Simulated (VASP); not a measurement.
Crystal: Ti.

```xyz
2
Lattice="2.9162 0.0000 0.0000 -1.4581 2.5255 0.0000 0.0000 0.0000 4.7243" Properties=species:S:1:pos:R:3 pbc="T T T"
Ti    0.0000    1.6837    1.1811
Ti    1.4581    0.8418    3.5432
```

| Quantity | Value |
| --- | --- |
| Program | VASP 6.6.1 |
| Task | relaxation of cell and atoms |
| Functional | PBE |
| Potentials or basis | VASP PAW PBE potentials, release 64 (Ti_sv) |
| Cutoff | 600 eV |
| k mesh | 17 × 17 × 9 |
| Occupations | fermi-dirac, width 0.05 eV |
| Spin | no spin polarisation |

At the start: pressure -0.3 GPa; volume 17.40 Å³/atom.

Q: Where does the relaxation end?

A: Over 5 steps the energy falls by 2.3 meV/atom and the volume is 17.35 Å³/atom (-0.2 %); space group P6_3/mmc (No. 194, to 0.05 Å).

The path:
| step | energy change (eV) | largest force (eV/Å) | pressure (GPa) | volume (Å³) |
| --- | --- | --- | --- | --- |
| 1 | 0.0000 | 0.0000 | -0.29 | 34.79 |
| 2 | -0.0037 | 0.0000 | 0.22 | 34.63 |
| 3 | -0.0044 | 0.0000 | 0.49 | 34.54 |
| 4 | -0.0046 | 0.0000 | -0.36 | 34.81 |
| 5 | -0.0047 | 0.0000 | 0.02 | 34.71 |

Final structure:
```
CELL_PARAMETERS angstrom
2.93712 0.00000 0.00000
-1.46856 2.54362 0.00000
0.00000 0.00000 4.64585
ATOMIC_POSITIONS crystal
Ti 0.33333 0.66667 0.25000
Ti 0.66667 0.33333 0.75000
```
